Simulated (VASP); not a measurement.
Runs of VASP 6.6.1 on Hf2B3. The structure is that of space group P6/mmm (No. 191), or close to it. The cells are those of the table. 

| task | cell | k mesh | cutoff (eV) | gap on the mesh (eV) | pressure (GPa) | largest force (eV/Å) |
| --- | --- | --- | --- | --- | --- | --- |
| relaxation of cell and atoms | relaxed from a = 3.868, b = 3.868, c = 3.923 Å, angles 90.0, 90.0, 120.0°, 5 atoms | 6 × 6 × 4 | 600 | - | 0.0 | - |
| single point | a = 4.536, b = 4.536, c = 4.691 Å, angles 90.0, 90.0, 120.0°, 5 atoms | 12 × 12 × 8 | 520 | none | -0.4 | 0.01 |
| single point | a = 4.524, b = 4.524, c = 4.693 Å, angles 90.0, 90.0, 120.0°, 5 atoms | 6 × 6 × 4 | 520 | none | -0.4 | 0.01 |
| single point | a = 3.868, b = 3.868, c = 3.923 Å, angles 90.0, 90.0, 120.0°, 5 atoms | 6 × 6 × 4 | 520 | none | 139.4 | (a) |

Alike in all rows: level PBE; potentials or basis VASP PAW PBE potentials, release 64 (Hf_pv, B); no spin polarisation; smearing gaussian 0.1 eV.

Q: Estimate the missing entries.

A: (a) 26.68.

Caveats: some runs use coarse meshes; spin-orbit coupling is left out, which moves the levels of the heavy elements; the bands computed are all filled at some k points, so no gap is given (some runs); forces of over 1 eV/Å act on the atoms, so gaps and moduli don't describe the material at rest (some runs).

A k mesh can miss the band edges, and the runs leave out spin-orbit coupling on Hf.

A gap of «none» marks levels without a gap at the run's occupations.
